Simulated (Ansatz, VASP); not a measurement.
One calculation of Pb, two programs

The input INCAR:

```
PREC = Accurate ; ENCUT = 520
EDIFF = 1E-6 ; ISMEAR = -1
SIGMA = 0.05 ; LREAL = F
LASPH = T ; NELM = 100
ALGO = Normal ; ISIF = 2
LWAVE = F ; LCHARG = F
GGA = RP ; IVDW = 13
NBANDS = 13
```

Contents of KPOINTS:

```
Automatic mesh
0
Gamma
  9 9 9
```

The input POSCAR:

```
Pb
1.0
    0.0000000000      2.4244952108      2.4244952108
    2.4244952108      0.0000000000      2.4244952108
    2.4244952108      2.4244952108      0.0000000000
Pb
1
Direct
    0.0000000000      0.0000000000      0.0000000000
```

input.yaml

```yaml
crystal:
  lattice:
    - [0.0, 2.4244952108, 2.4244952108]
    - [2.4244952108, 0.0, 2.4244952108]
    - [2.4244952108, 2.4244952108, 0.0]
  atoms:
    - { symbol: Pb, position: [0.0, 0.0, 0.0] }
hamiltonian:
  xc: rpbe
  pseudopotentials: { kind: paw }
  dispersion: d4
kpoints:
  mp_grid: { grid: [9, 9, 9] }
scf:
  occupations: { method: fermi_dirac, width: 0.05 }
output:
  forces: true
  stress: true
  eigenvalues: true
```

Alike in both runs: task single point; functional RPBE; dispersion D4; k mesh 9 × 9 × 9; occupations fermi-dirac, width 0.05 eV; no spin polarisation.

|  | VASP | Ansatz |
| --- | --- | --- |
| version | VASP 6.6.1 | Ansatz 0.2.0 |
| potentials or method | VASP PAW PBE potentials, release 64 (Pb_d) | Ansatz PAW |
| plane-wave cutoff (eV) | 520 | 420 |
| valence electrons in the cell | 14 | 14 |

VASP gave:

- gap on the k mesh at the Fermi level (eV): none
- pressure (GPa): 3.6

Q: Estimate Ansatz's values.

A: gap on the k mesh at the Fermi level (eV): none; pressure (GPa): 3.7.

VASP's potentials were made for PBE, not for RPBE. A gap of «none» marks a metal or a gap that the smearing closes.

Neither program's run includes spin-orbit coupling.
